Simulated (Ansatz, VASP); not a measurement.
One calculation of HfSi7, two programs

```
CELL_PARAMETERS angstrom
5.73349 0.00000 0.00000
0.00000 5.73349 0.00000
0.00000 0.00000 5.73349
ATOMIC_POSITIONS crystal
Hf 0.00000 0.00000 0.00000
Si 0.25262 0.25262 0.25262
Si 0.00000 0.50000 0.50000
Si 0.50000 0.50000 0.00000
Si 0.50000 0.00000 0.50000
Si 0.74738 0.25262 0.74738
Si 0.74738 0.74738 0.25262
Si 0.25262 0.74738 0.74738
```

Alike in both runs: task single point; functional PBEsol; k mesh 4 × 4 × 4; occupations gaussian, width 0.1 eV; no spin polarisation.

|  | VASP | Ansatz |
| --- | --- | --- |
| version | VASP 6.6.1 | Ansatz 0.2.0 |
| potentials or method | VASP PAW PBE potentials, release 64 (Hf_pv, Si), cutoff 520 eV | scalar-relativistic, plane waves, PAW |
| valence electrons in the cell | 38 | 54 |

|  | VASP | Ansatz | Ansatz less VASP |
| --- | --- | --- | --- |
| gap on the k mesh at the Fermi level (eV) | none | none | - |
| pressure (GPa) | -3.4 | -3.5 | -0.08 |
| rms of the force components (eV/Å) | 0.699 | 0.694 | -0.0048 |

VASP's potentials were made for PBE, not for PBEsol. Atom by atom the forces differ by 0.005 eV/Å (rms over components). A gap of «none» marks a metal or a gap that the smearing closes. With one functional, cell and mesh, what is left measures potentials, basis and numerics. VASP's potentials hold 38 valence electrons a cell and Ansatz's 54, so a difference there can come from the potentials and not from the codes.

Spin-orbit coupling is off throughout.
